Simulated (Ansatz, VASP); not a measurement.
**One calculation of BeS2, two programs**

```xyz
6
Lattice="-3.2487 3.2495 -0.1700 4.5640 4.5618 -0.0243 1.5202 -1.4550 -5.0886" Properties=species:S:1:pos:R:3 pbc="T T T"
Be   -0.9199    2.6026   -5.2660
Be   -0.1509    3.0975   -0.0897
S    -0.3666    0.8320   -4.3335
S    -0.1115    4.3359   -4.4123
S    -0.9594    1.3642   -0.9433
S     2.5445    1.6187   -0.8522
```

Change from the starting cell: CaC2 type (I4/mmm, No. 139); cell x2, atoms moved at random (sigma 0.05 Å) and cell strained at random (1.5 %), then relaxed without symmetry.

Alike in both runs: functional PBE; k mesh 6 × 6 × 6; occupations gaussian, width 0.1 eV; no spin polarisation.

Ansatz relaxed the structure, and its values are those at the end. VASP's run is a single point on that final structure, the one shown.

|  | VASP | Ansatz |
| --- | --- | --- |
| version | VASP 6.6.1 | Ansatz 0.2.0 |
| potentials or method | VASP PAW PBE potentials, release 64 (Be, S), cutoff 520 eV | scalar-relativistic, plane waves, PAW |
| valence electrons in the cell | 28 | 28 |

Ansatz gave:

```
gap on the k mesh at the Fermi level (eV) : 2.23
least direct gap on the mesh (eV)         : 2.49
pressure (GPa)                            : 0.0
rms of the force components (eV/Å)        : 0.002
```

Question: Which values does VASP return?

Answer: gap on the k mesh at the Fermi level (eV): 2.25; least direct gap on the mesh (eV): 2.52; pressure (GPa): -0.2; rms of the force components (eV/Å): 0.047.
